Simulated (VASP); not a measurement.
Input of a VASP 6.6.1 run:

INCAR

```
ALGO = Normal
EDIFF = 1E-6
ENCUT = 750
GGA = PE
GGA_COMPAT = False
ISIF = 2
ISMEAR = -1
IVDW = 12
LASPH = True
LCHARG = True
LELF = True
LREAL = False
LVHAR = True
LWAVE = False
NBANDS = 10
NELM = 120
PREC = Accurate
SIGMA = 0.15
```

File KPOINTS:

```
k-points
0
Gamma
  7 7 4
```

Contents of POSCAR:

```
Li
1.0
    3.1110000000      0.0000000000      0.0000000000
   -1.5555000000      2.6942050300      0.0000000000
    0.0000000000      0.0000000000      5.0930000000
Li
2
Direct
    0.3333333340      0.6666666679      0.2500000000
    0.6666666660      0.3333333321      0.7500000000
```

Potentials or basis: VASP PAW PBE potentials, release 64 (Li_sv).

Command:

```sh
$ cat potpaw_PBE.64/Li_sv/POTCAR > POTCAR
$ mpirun -np 1 vasp_std > vasp.out
```

(1) Estimate the dispersion energy per atom.

(2) Estimate the pressure.

(3) Estimate the band gap on the k mesh.

Results:

(1) -0.161 eV.

(2) -1.9 GPa.

(3) zero (bands 3 and 4 overlap by 3.70 eV).

Caveat: three body term missing.
